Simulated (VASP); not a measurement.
# In2GaP3 in VASP: further runs

In2GaP3 is run at these levels: PBE; tasks: relaxation of cell and atoms, single point.

Program: VASP 6.6.1. These are calculated values, not measurements. Logs are shortened: lines on timing, memory, paths and dates and some standing lists are left out, and cuts for length are marked.

## Step 1: The cell of the first run

The structure is trigonal, space group P3m1 (No. 156). Conventional cell: a = 3.939 Å, b = 3.939 Å, c = 9.649 Å, α = 90.00°, β = 90.00°, γ = 120.00°. In (site symmetry 3m) has 4 P at 2.41 Å within 3.2 Å. Within 3.2 Å of In (site symmetry 3m) lie 4 P at 2.41 Å. Ga (site symmetry 3m) has 4 P at 2.41 Å within 3.2 Å. P (site symmetry 3m) has 3 Ga at 2.41 Å and 1 In at 2.41 Å within 3.2 Å. P (site symmetry 3m) has 1 Ga at 2.41 Å and 3 In at 2.41 Å within 3.2 Å. Within 3.2 Å of P (site symmetry 3m) lie 4 In at 2.41 Å.

## Step 2: Relaxation of cell and atoms, PBE

Contents of INCAR:

```
ALGO     = Normal         # electronic algorithm
EDIFF    = 1E-6           # SCF threshold, eV
EDIFFG   = -0.04          # ionic threshold
ENCUT    = 600            # plane-wave cutoff, eV
GGA      = PE             # functional
IBRION   = 2              # ionic algorithm
ISIF     = 3              # what is computed and relaxed
ISMEAR   = 0              # smearing method
LASPH    = T              # aspherical terms in the spheres
LCHARG   = F              # write CHGCAR
LREAL    = F              # projectors in reciprocal space
LWAVE    = F              # write WAVECAR
NELM     = 80             # most SCF steps
NSW      = 90             # ionic steps
PREC     = Accurate       # precision mode
SIGMA    = 0.1            # smearing width, eV
```

Contents of KPOINTS:

```
k-points
0
Gamma
  6 6 2
```

Contents of POSCAR:

```
In2GaP3
1.0
    3.9391722500      0.0000000000      0.0000000000
   -1.9695861200      3.4114232400      0.0000000000
    0.0000000000      0.0000000000      9.6489620200
In Ga P
2 1 3
Direct
    0.0000000000      0.0000000000      0.0000000000
    0.6666666700      0.3333333300      0.3333333300
    0.3333333300      0.6666666700      0.6666666700
    0.0000000000      0.0000000000      0.7500000000
    0.3333333300      0.6666666700      0.4166666700
    0.6666666700      0.3333333300      0.0833333300
```

Potentials or basis: VASP PAW PBE potentials, release 64 (In_d, Ga_d, P).

Command:

```sh
> cat potpaw_PBE.64/In_d/POTCAR potpaw_PBE.64/Ga_d/POTCAR potpaw_PBE.64/P/POTCAR > POTCAR
> mpirun -np 1 vasp_std > vasp.out
```

OUTCAR:

```text
EDIFF = 1E-6
   EDIFFG = -0.04
   ENCUT = 600
   GGA = PE
   IBRION = 2
   ISIF = 3
   ISMEAR = 0
   LASPH = T
   LREAL = F
   NELM = 80
   NSW = 90
   PREC = Accurate

 ion  position               nearest neighbor table
   1  0.000  0.000  0.000-   6 2.41   4 2.41   6 2.41   6 2.41   2 3.94   2 3.94   2 3.94
   2  0.667  0.333  0.333-   6 2.41   5 2.41   5 2.41   5 2.41   1 3.94   1 3.94   1 3.94
   3  0.333  0.667  0.667-   4 2.41   5 2.41   4 2.41   4 2.41
   4  0.000  0.000  0.750-   3 2.41   1 2.41   3 2.41   3 2.41
   5  0.333  0.667  0.417-   3 2.41   2 2.41   2 2.41   2 2.41
   6  0.667  0.333  0.083-   1 2.41   2 2.41   1 2.41   1 2.41

  LATTYP: Found a hexagonal cell.
 ALAT       =     3.9391722500
 C/A-ratio  =     2.4494897424

  Lattice vectors:

 A1 = (   3.9391722500,   0.0000000000,   0.0000000000)
 A2 = (  -1.9695861200,   3.4114232400,   0.0000000000)
 A3 = (   0.0000000000,   0.0000000000,   9.6489620200)

Analysis of symmetry for initial positions (statically):
=====================================================================
 Subroutine PRICEL returns:
 Original cell was already a primitive cell.

 Routine SETGRP: Setting up the symmetry group for a
 hexagonal supercell.

 Subroutine GETGRP returns: Found  6 space group operations
 (whereof  6 operations were pure point group operations)
 out of a pool of 24 trial point group operations.

The static configuration has the point symmetry C_3v.

Analysis of symmetry for dynamics (positions and initial velocities):
=====================================================================
 Subroutine PRICEL returns:
 Original cell was already a primitive cell.

 Routine SETGRP: Setting up the symmetry group for a
 hexagonal supercell.

 Subroutine GETGRP returns: Found  6 space group operations
 (whereof  6 operations were pure point group operations)
 out of a pool of 24 trial point group operations.

The dynamic configuration has the point symmetry C_3v.

 Subroutine INISYM returns: Found  6 space group operations
 (whereof  6 operations are pure point group operations),
 and found     1 'primitive' translations

----------------------------------------------------------------------------------------

                                     Primitive cell

  volume of cell :     129.6645

  direct lattice vectors                    reciprocal lattice vectors
     3.939172250  0.000000000  0.000000000     0.253860440  0.146566393  0.000000000
    -1.969586120  3.411423240  0.000000000     0.000000000  0.293132786  0.000000000
     0.000000000  0.000000000  9.648962020     0.000000000  0.000000000  0.103638091
[... 88 lines left out ...]
   ISYM   =      2    0-nonsym 1-usesym 2-fastsym
   POTIM  = 0.5000    time-step for ionic-motion
   TEBEG  =    0.0;   TEEND  =   0.0 temperature during run
   PSTRESS=    0.0 pullay stress
   NELECT =      54.0000    total number of electrons
   NUPDOWN=      -1.0000    fix difference up-down
   EMIN   =  10.00;   EMAX   =-10.00  energy-range for DOS
   EFERMI =   0.00;   METHOD = LEGACY
   ISMEAR =     0;   SIGMA  =   0.10  broadening in eV -4-tet -1-fermi 0-gaus
   EFERMI_NEDOS =   21; number of points for ismear=-14 and -15
   IALGO  =     38    algorithm
   IMIX   =      4    mixing-type and parameters
     AMIX     =   0.40;   BMIX     =  1.00
     AMIX_MAG =   1.60;   BMIX_MAG =  1.00
  volume/ion in A,a.u.               =      21.61       145.84
  Fermi-wavevector in a.u.,A,eV,Ry     =   1.222547  2.310280 20.335568  1.494622
  Thomas-Fermi vector in A             =   2.357690
   LORBIT       =      0    0 simple, 1 ext, 2 COOP (PROOUT), +10 PAW based schemes
   GGA     = PE    functional components
   LHFCALC =     F    Hartree Fock is set to
   AEXX    =    0.0000 exact exchange contribution
   IVDW    =     0    specifies the selected vdW correction
   LEPSILON=     F    determine dielectric tensor
   LRPA    =     F    only Hartree local field effects (RPA)
 conjugate gradient relaxation of ions
 non-spin polarized calculation
 Gauss-broadening in eV      SIGMA  =   0.10
  energy-cutoff  :      600.00
  volume of cell :      129.66
 maximum number of plane-waves:      4356
 NGX is ok and might be reduce to    32

--------------------------------------- Ionic step        1  -------------------------------------------

 number of electron      53.9999998 magnetization

 Free energy of the ion-electron system (eV)
  ---------------------------------------------------
  ext. energy  EPLUGINS =         0.00000000
  ---------------------------------------------------
  free energy    TOTEN  =       -24.95819019 eV

  energy without entropy =      -24.95819019  energy(sigma->0) =      -24.95819019

------------------------ aborting loop because EDIFF is reached ----------------------------------------

  FORCE on cell =-STRESS in cart. coord.  units (eV):
  Direction    XX          YY          ZZ          XY          YZ          ZX
  --------------------------------------------------------------------------------------
  -------------------------------------------------------------------------------------
  Total        9.6608423      9.6608423      9.4329863      0.0000000      0.0000000     -0.0000000
  in kB      119.3725313    119.3725314    116.5570674      0.0000002      0.0000000     -0.0000000
  external PRESSURE =     118.4340434 kB  Pullay stress =       0.0000000 kB
[... 27 lines left out ...]
--------------------------------------- Ionic step        2  -------------------------------------------

 number of electron      54.0000006 magnetization

 E-fermi :   3.7438     XC(G=0):  -8.8449

 val. band max:        3.7205562209   @ k =   0.0000   0.0000   0.0000
 cond. band min:       4.4892516787   @ k =   0.0000   0.0000   0.5000
 fundamental gap:      0.7686954578
 Fermi energy:         3.7438160333

 k-point     1 :       0.0000    0.0000    0.0000
  band No.  band energies     occupation
      1     -10.7335      2.00000
      2     -10.7023      2.00000
      3     -10.7023      2.00000
      4     -10.6661      2.00000
      5     -10.6661      2.00000
      6     -10.4126      2.00000
[... 718 lines left out ...]
--------------------------------------- Ionic step        8  -------------------------------------------

 number of electron      53.9999998 magnetization

 Free energy of the ion-electron system (eV)
  ---------------------------------------------------
  ext. energy  EPLUGINS =         0.00000000
  ---------------------------------------------------
  free energy    TOTEN  =       -25.72868956 eV

  energy without entropy =      -25.72866435  energy(sigma->0) =      -25.72867695

 E-fermi :   4.8789     XC(G=0):  -9.2568

 val. band max:        4.6599987661   @ k =   0.0000   0.0000   0.0000
 cond. band min:       5.0829047964   @ k =   0.0000   0.0000   0.0000
 fundamental gap:      0.4229060303
 Fermi energy:         4.8789369813

 k-point     1 :       0.0000    0.0000    0.0000
  band No.  band energies     occupation
      1     -10.0327      2.00000
      2      -9.9763      2.00000
      3      -9.9763      2.00000
      4      -9.9236      2.00000
      5      -9.9236      2.00000
      6      -9.5766      2.00000
[... 512 lines left out ...]
  FREE ENERGIE OF THE ION-ELECTRON SYSTEM (eV)
  ---------------------------------------------------
  free  energy   TOTEN  =       -25.7286895565 eV

  energy  without entropy=      -25.7286643458  energy(sigma->0) =      -25.72867695

 reached required accuracy - stopping structural energy minimisation
```

CONTCAR:

```text
In2GaP3
   1.00000000000000
     4.1104081974549986    0.0000000002449052    0.0000000000000000
    -2.0552040932980544    3.5597179206221847    0.0000000000000000
     0.0000000000000000    0.0000000000000000   10.0712936062429552
  In              Ga              P
     2     1     3
Direct
     0.0000000000000000    0.0000000000000000    0.9931577594125579
     0.6666666699999979    0.3333333300000021    0.3392458870716192
     0.3333333300000021    0.6666666699999979    0.6659534361725147
     0.0000000000000000    0.0000000000000000    0.7373818547263327
     0.3333333300000021    0.6666666699999979    0.4295789942879530
     0.6666666699999979    0.3333333300000021    0.0846820683290226

  0.00000000E+00  0.00000000E+00  0.00000000E+00
  0.00000000E+00  0.00000000E+00  0.00000000E+00
  0.00000000E+00  0.00000000E+00  0.00000000E+00
  0.00000000E+00  0.00000000E+00  0.00000000E+00
  0.00000000E+00  0.00000000E+00  0.00000000E+00
  0.00000000E+00  0.00000000E+00  0.00000000E+00
```

Run time: 5.7 min. Hardware: 1 thread of Intel Xeon Platinum 8488C (Sapphire Rapids), shared host; peak memory 0.32 GiB.

What came out:

* Free energy: -25.7287 eV
* Relaxed volume: 24.56 Å³/atom
* Relaxed cell: a = 4.110 Å, b = 4.110 Å, c = 10.071 Å, α = 90.00°, β = 90.00°, γ = 120.00°
* Space group after relaxing (to 0.1 Å): P3m1 (No. 156)
* Energy gained by relaxing: 128.4 meV/atom
* Ionic steps: 8
* Pressure after relaxing: 0.0 GPa
* Largest force after relaxing: 0.027 eV/Å
* Band gap on the k mesh: 0.42 eV

Forces on the atoms (eV/Å):
```
In   0.000  0.000  0.027
In   0.000  0.000 -0.003
Ga   0.000  0.000 -0.013
P    0.000  0.000 -0.013
P    0.000  0.000  0.017
P    0.000  0.000 -0.016
```

Stress tensor (GPa, compression positive):
```
-0.01  0.00  0.00
 0.00 -0.01  0.00
 0.00  0.00  0.10
```

Step by step:
| step | energy change (eV) | largest force (eV/Å) | pressure (GPa) | volume (Å³) |
| --- | --- | --- | --- | --- |
| 1 | 0.0000 | 1.6009 | 11.84 | 129.66 |
| 2 | -0.5068 | 0.3597 | -4.61 | 162.01 |
| 3 | -0.7058 | 0.5997 | -0.43 | 149.17 |
| 4 | -0.7385 | 0.3519 | -0.28 | 148.45 |
| 5 | -0.7621 | 0.2436 | 0.15 | 147.21 |
| 6 | -0.7697 | 0.1159 | -0.05 | 147.57 |
| 7 | -0.7697 | 0.1108 | -0.07 | 147.58 |
| 8 | -0.7705 | 0.0271 | 0.02 | 147.36 |

Final structure:
```cif
data_structure
_symmetry_space_group_name_H-M 'P 1'
_symmetry_Int_Tables_number 1
_cell_length_a 4.1104
_cell_length_b 4.1104
_cell_length_c 10.0713
_cell_angle_alpha 90.000
_cell_angle_beta 90.000
_cell_angle_gamma 120.000
_cell_volume 147.36
loop_
_atom_site_label
_atom_site_type_symbol
_atom_site_fract_x
_atom_site_fract_y
_atom_site_fract_z
_atom_site_occupancy
In1 In 0.00000 0.00000 0.99316 1
In2 In 0.66667 0.33333 0.33925 1
Ga1 Ga 0.33333 0.66667 0.66595 1
P1 P 0.00000 0.00000 0.73738 1
P2 P 0.33333 0.66667 0.42958 1
P3 P 0.66667 0.33333 0.08468 1
```

Levels at points of the mesh, in eV from the valence-band top:
```csv
k point,band 23,band 24,band 25,band 26,band 27,band 28,band 29,band 30,band 31,band 32
"(0.00, 0.00, 0.00)",-0.64,-0.64,-0.15,0.00,0.00,0.42,1.32,1.94,3.84,3.84
"(0.50, 0.00, 0.00)",-2.41,-2.29,-2.18,-1.47,-1.30,1.64,1.91,2.50,2.67,4.29
"(0.00, 0.00, 0.50)",-1.15,-0.40,-0.40,-0.21,-0.21,0.85,1.88,2.05,4.05,4.05
"(0.50, 0.00, 0.50)",-2.84,-2.29,-1.89,-1.04,-0.96,1.27,1.94,2.43,3.34,3.37
```

Caveat: semilocal functionals underestimate gaps, and a narrow one can read as zero; spin-orbit coupling is left out, which moves the levels of the heavy elements.

## Step 3: Single point, PBE

This run uses another cell than the first one: it holds 12 atoms, not 6.

Contents of INCAR:

```
ALGO = Normal
EDIFF = 1E-6
ENCUT = 520
GGA = PE
ISIF = 2
ISMEAR = 0
LASPH = True
LCHARG = False
LREAL = False
LWAVE = False
NBANDS = 66
NELM = 80
PREC = Accurate
SIGMA = 0.1
```

Contents of KPOINTS:

```
k-points
0
Gamma
  4 2 2
```

Contents of POSCAR:

```
In2GaP3
1.0
    4.1257595814     -0.0000740451     -0.0004104868
    0.0004487371      7.0906616691     -0.0150247691
   -0.0012629637     -0.0211001800     10.0772356096
In Ga P
4 2 6
Direct
    0.4999073743      0.5001875824      0.9932247952
    0.0004056909      1.0003796267      0.9930241581
    0.4990693183      0.1667119534      0.3392404508
    0.9999305970      0.6668236062      0.3390982363
    0.0002621994      0.3332030657      0.6658589928
    0.5001233387      0.8328025232      0.6659443280
    1.0004137638      0.0001806091      0.7370754701
    0.5004684654      0.4999884490      0.7372132839
   -0.0007984098      0.3331461390      0.4300094142
    0.4999233493      0.8331331615      0.4300584557
    0.5003494520      0.1666135305      0.0846725185
    0.9999448606      0.6668297535      0.0845798962
```

Potentials or basis: VASP PAW PBE potentials, release 64 (In_d, Ga_d, P).

Command:

```sh
> cat potpaw_PBE.64/In_d/POTCAR potpaw_PBE.64/Ga_d/POTCAR potpaw_PBE.64/P/POTCAR > POTCAR
> mpirun -np 1 vasp_std > vasp.out
```

Run time: 4.1 min. Hardware: 1 thread of Intel Xeon Platinum 8488C (Sapphire Rapids), shared host; peak memory 0.45 GiB.

It converged, with:

| Quantity | Value |
| --- | --- |
| Free energy | -51.3198 eV |
| Pressure | 0.0 GPa |
| Largest force | 0.016 eV/Å |
| Band gap on the k mesh | 0.40 eV |

Forces in eV/Å, atoms in the order of the input:
```
In   0.001  0.002 -0.006
In  -0.002 -0.002 -0.007
In   0.004  0.001  0.000
In  -0.001 -0.002  0.005
Ga   0.004 -0.006 -0.003
Ga   0.006  0.012 -0.002
P   -0.007 -0.010  0.011
P   -0.007 -0.001  0.012
P    0.003  0.007 -0.014
P    0.000 -0.002 -0.012
P   -0.001  0.003  0.009
P    0.001 -0.002  0.006
```

Stress tensor (GPa, compression positive):
```
-0.01  0.00  0.00
 0.00  0.00  0.00
 0.00  0.00 -0.10
```

Levels at points of the mesh, in eV from the valence-band top:
| k point | band 50 | band 51 | band 52 | band 53 | band 54 | band 55 | band 56 | band 57 | band 58 | band 59 |
| --- | --- | --- | --- | --- | --- | --- | --- | --- | --- | --- |
| (0.00, 0.00, 0.00) | -0.68 | -0.63 | -0.17 | -0.03 | 0.00 | 0.40 | 1.30 | 1.59 | 1.87 | 1.92 |
| (0.50, 0.00, 0.00) | -2.12 | -2.02 | -2.02 | -1.11 | -1.11 | 2.61 | 2.61 | 2.71 | 2.71 | 2.91 |
| (0.00, 0.50, 0.00) | -1.10 | -0.80 | -0.80 | -0.80 | -0.80 | 1.90 | 1.91 | 2.41 | 2.42 | 2.96 |
| (0.50, 0.50, 0.00) | -2.20 | -1.47 | -1.47 | -1.29 | -1.29 | 1.64 | 1.64 | 1.90 | 1.90 | 2.50 |
| (0.00, 0.00, 0.50) | -1.01 | -0.43 | -0.40 | -0.25 | -0.21 | 0.84 | 1.22 | 1.85 | 1.87 | 2.03 |
| (0.50, 0.00, 0.50) | -2.43 | -1.77 | -1.77 | -1.63 | -1.62 | 2.70 | 2.71 | 2.94 | 2.94 | 3.93 |
| (0.00, 0.50, 0.50) | -1.38 | -1.27 | -1.27 | -0.57 | -0.57 | 1.75 | 1.75 | 2.37 | 2.37 | 2.57 |
| (0.50, 0.50, 0.50) | -1.89 | -1.07 | -1.07 | -0.96 | -0.95 | 1.26 | 1.26 | 1.93 | 1.94 | 2.44 |

Caveat: the k points lie up to 0.44 Å⁻¹ apart; semilocal functionals underestimate gaps, and a narrow one can read as zero; spin-orbit coupling is left out, which moves the levels of the heavy elements. A k mesh can miss the band edges.

## Step 4: Single point, PBE

This run uses another cell than the first one: it holds 12 atoms, not 6.

Contents of INCAR:

```
SYSTEM = In2GaP3
ALGO = Normal
EDIFF = 1E-6
ENCUT = 520
GGA = PE
ISIF = 2
ISMEAR = 0
LASPH = .TRUE.
LCHARG = .FALSE.
LREAL = .FALSE.
LWAVE = .FALSE.
NBANDS = 66
NELM = 60
PREC = Accurate
SIGMA = 0.1
```

Contents of KPOINTS:

```
k-points
0
G
  4 2 2
  0 0 0
```

Contents of POSCAR:

```
In2GaP3
1.0
    4.1073098811      0.0000000000      0.0000000000
    0.0000000000      7.1140693965      0.0000000000
    0.0000000000      0.0000000000     10.0978533579
In Ga P
4 2 6
Direct
    0.5000000000      0.5000000000      0.9931984109
    0.0000000000      1.0000000000      0.9931984109
    0.5000000000      0.1666666667      0.3389818411
    1.0000000000      0.6666666667      0.3389818411
    0.0000000000      0.3333333333      0.6657238407
    0.5000000000      0.8333333333      0.6657238407
    1.0000000000      0.0000000000      0.7375769374
    0.5000000000      0.5000000000      0.7375769374
    0.0000000000      0.3333333333      0.4297938020
    0.5000000000      0.8333333333      0.4297938020
    0.5000000000      0.1666666667      0.0847251678
    1.0000000000      0.6666666667      0.0847251678
```

Command:

```sh
> cat potpaw_PBE.64/In_d/POTCAR potpaw_PBE.64/Ga_d/POTCAR potpaw_PBE.64/P/POTCAR > POTCAR
> mpirun -np 1 vasp_std > vasp.out
```

Wall time 4.2 min (1 thread of Intel Xeon Platinum 8488C (Sapphire Rapids), shared host); peak memory 0.45 GiB.

Results (log left out):

```
Free energy            : -51.3169 eV
Pressure               : -0.1 GPa
Largest force          : 0.033 eV/Å
Band gap on the k mesh : 0.42 eV
```

Forces on the atoms (eV/Å):
```
In   0.000 -0.019 -0.013
In   0.000 -0.019 -0.013
In   0.000 -0.017 -0.007
In   0.000 -0.017 -0.007
Ga   0.000 -0.023 -0.008
Ga   0.000 -0.023 -0.008
P    0.000  0.020 -0.013
P    0.000  0.020 -0.013
P    0.000  0.020  0.026
P    0.000  0.020  0.026
P    0.000  0.019  0.015
P    0.000  0.019  0.015
```

Stress tensor (GPa, compression positive):
```
 0.34  0.00  0.00
 0.00 -0.25 -0.03
 0.00 -0.03 -0.33
```

Levels at points of the mesh, in eV from the valence-band top:
| k point | band 51 | band 52 | band 53 | band 54 | band 55 | band 56 | band 57 | band 58 |
| --- | --- | --- | --- | --- | --- | --- | --- | --- |
| (0.00, 0.00, 0.00) | -0.63 | -0.16 | 0.00 | 0.00 | 0.42 | 1.32 | 1.64 | 1.90 |
| (0.50, 0.00, 0.00) | -2.02 | -2.02 | -1.08 | -1.08 | 2.60 | 2.60 | 2.71 | 2.71 |
| (0.00, 0.50, 0.00) | -0.80 | -0.80 | -0.75 | -0.75 | 1.94 | 1.94 | 2.46 | 2.46 |
| (0.50, 0.50, 0.00) | -1.47 | -1.47 | -1.30 | -1.30 | 1.65 | 1.65 | 1.90 | 1.90 |
| (0.00, 0.00, 0.50) | -0.40 | -0.40 | -0.21 | -0.21 | 0.87 | 1.25 | 1.88 | 1.94 |
| (0.50, 0.00, 0.50) | -1.76 | -1.76 | -1.62 | -1.62 | 2.70 | 2.70 | 2.92 | 2.92 |
| (0.00, 0.50, 0.50) | -1.28 | -1.28 | -0.53 | -0.53 | 1.79 | 1.79 | 2.42 | 2.42 |
| (0.50, 0.50, 0.50) | -1.06 | -1.06 | -0.96 | -0.96 | 1.26 | 1.26 | 1.94 | 1.94 |

Caveat: the k points lie up to 0.44 Å⁻¹ apart; semilocal functionals underestimate gaps, and a narrow one can read as zero; spin-orbit coupling is left out, which moves the levels of the heavy elements.

## Step 5: Summary

| task | cell | k mesh | cutoff (eV) | gap on the mesh (eV) | pressure (GPa) | largest force (eV/Å) |
| --- | --- | --- | --- | --- | --- | --- |
| relaxation of cell and atoms | relaxed from a = 3.939, b = 3.939, c = 9.649 Å, angles 90.0, 90.0, 120.0°, 6 atoms, atomic positions A | 6 × 6 × 2 | 600 | 0.42 | 0.0 | 0.03 |
| single point | a = 4.126, b = 7.091, c = 10.077 Å, angles 90.2, 90.0, 90.0°, 12 atoms, atomic positions B | 4 × 2 × 2 | 520 | 0.40 | 0.0 | 0.02 |
| single point | a = 4.107, b = 7.114, c = 10.098 Å, 12 atoms, atomic positions C | 4 × 2 × 2 | 520 | 0.42 | -0.1 | 0.03 |

Alike in all rows: level PBE; potentials or basis VASP PAW PBE potentials, release 64 (In_d, Ga_d, P); no spin polarisation; smearing gaussian 0.1 eV.

Caveats: some runs use coarse meshes; semilocal functionals underestimate gaps, and a narrow one can read as zero; spin-orbit coupling is left out, which moves the levels of the heavy elements.

Absolute energies hang on the potentials; compare differences alone.
